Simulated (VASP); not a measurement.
MgCd5Te6:

```xyz
12
Lattice="4.6775 0.1143 -0.0155 -2.2398 3.9888 0.1188 -0.0760 0.6293 22.8402" Properties=species:S:1:pos:R:3 pbc="T T T"
Mg    0.0235    0.0529    3.9892
Cd    2.3896    1.4570   -0.0018
Cd    2.5377    1.6917    7.5505
Cd    2.2270    2.1977   15.3896
Cd   -0.2371    0.2631   11.4800
Cd   -0.1652    0.7826   19.1414
Te    2.2447    1.2902    2.7680
Te    2.5956    1.4561   10.2746
Te    2.0720    1.8313   18.1136
Te   -0.0655    0.1600    6.6469
Te    0.0135    0.2836   14.2390
Te    0.1574    0.5868   21.9158
```

```yaml
Program: VASP 6.6.1
Task: relaxation of cell and atoms
Functional: PBE
Potentials_or_basis: VASP PAW PBE potentials, release 64 (Mg, Cd, Te)
Cutoff: 600 eV
k_mesh: 3 × 3 × 1
Occupations: gaussian, width 0.1 eV
Spin: no spin polarisation
```

At the start: pressure 3.0 GPa; volume 35.97 Å³/atom.

**Question.** How do energy, volume and symmetry change on relaxing?

**Answer.** Over 35 steps the energy falls by 190.3 meV/atom and the volume is 36.40 Å³/atom (+1.2 %); space group P1 (No. 1, to 0.1 Å) before, Cm (No. 8, to 0.1 Å).

The path:
| step | energy change (eV) | largest force (eV/Å) | pressure (GPa) | volume (Å³) |
| --- | --- | --- | --- | --- |
| 1 | 0.0000 | 3.4575 | 3.04 | 431.66 |
| 2 | -1.3435 | 1.0483 | -1.79 | 475.25 |
| 3 | -1.3635 | 1.0843 | -1.33 | 468.17 |
| 4 | -1.7836 | 0.8479 | -0.77 | 452.44 |
| 5 | -2.0527 | 0.5446 | 0.86 | 427.35 |
| 6 | -2.0566 | 0.4921 | 0.62 | 430.23 |
| 7 | -2.1766 | 0.2901 | 0.07 | 435.92 |
| 8 | -2.2075 | 0.2600 | -0.29 | 440.54 |
| 9 | -2.2410 | 0.1409 | 0.06 | 435.80 |
| 10 | -2.2440 | 0.1527 | 0.21 | 433.90 |
| 11 | -2.2552 | 0.1359 | -0.05 | 436.86 |
| 12 | -2.2558 | 0.1385 | -0.10 | 437.65 |
| 13 | -2.2606 | 0.0860 | 0.01 | 436.28 |
| 14 | -2.2617 | 0.0721 | 0.08 | 435.31 |
| 15 | -2.2642 | 0.0502 | -0.02 | 436.72 |
| 16 | -2.2643 | 0.0811 | -0.16 | 438.41 |
| 17 | -2.2647 | 0.0665 | -0.10 | 437.63 |
| 18 | -2.2663 | 0.0729 | -0.06 | 437.16 |
| 19 | -2.2685 | 0.1011 | 0.06 | 435.76 |
| 20 | -2.2709 | 0.0873 | 0.03 | 436.11 |
| 21 | -2.2746 | 0.0628 | -0.04 | 437.16 |
| 22 | -2.2747 | 0.0648 | -0.06 | 437.39 |
| 23 | -2.2773 | 0.0503 | 0.01 | 436.61 |
| 24 | -2.2781 | 0.0584 | 0.07 | 435.93 |
| 25 | -2.2801 | 0.0469 | -0.02 | 437.12 |
| 26 | -2.2801 | 0.0426 | -0.07 | 437.70 |
| 27 | -2.2802 | 0.0436 | -0.05 | 437.50 |
| 28 | -2.2811 | 0.0308 | 0.01 | 436.67 |
| 29 | -2.2812 | 0.0294 | 0.03 | 436.40 |
| 30 | -2.2818 | 0.0260 | 0.00 | 436.86 |
| 31 | -2.2819 | 0.0322 | -0.03 | 437.26 |
| 32 | -2.2819 | 0.0286 | -0.02 | 437.12 |
| 33 | -2.2826 | 0.0313 | 0.00 | 436.85 |
| 34 | -2.2827 | 0.0402 | 0.01 | 436.68 |
| 35 | -2.2833 | 0.0243 | 0.00 | 436.79 |

Final structure:
```yaml
crystal:
  lattice:
    - [4.70932, 0.00051, -0.00082]
    - [-2.35501, 4.08279, 0.00007]
    - [0.01052, -0.00660, 22.71609]
  atoms:
    - { symbol: Mg, position: [0.00247, 0.99518, 0.16537] }
    - { symbol: Cd, position: [0.66713, 0.33574, 0.00229] }
    - { symbol: Cd, position: [0.66569, 0.32332, 0.33130] }
    - { symbol: Cd, position: [0.66555, 0.33940, 0.66638] }
    - { symbol: Cd, position: [0.00051, 0.99948, 0.49867] }
    - { symbol: Cd, position: [0.99813, 0.00762, 0.83410] }
    - { symbol: Te, position: [0.66967, 0.32896, 0.12846] }
    - { symbol: Te, position: [0.66692, 0.33236, 0.45713] }
    - { symbol: Te, position: [0.66552, 0.34071, 0.79237] }
    - { symbol: Te, position: [0.99967, 0.98988, 0.28920] }
    - { symbol: Te, position: [0.99900, 0.00534, 0.62457] }
    - { symbol: Te, position: [0.99975, 0.00202, 0.96017] }
```

Caveat: the k points lie up to 0.51 Å⁻¹ apart in the final cell.
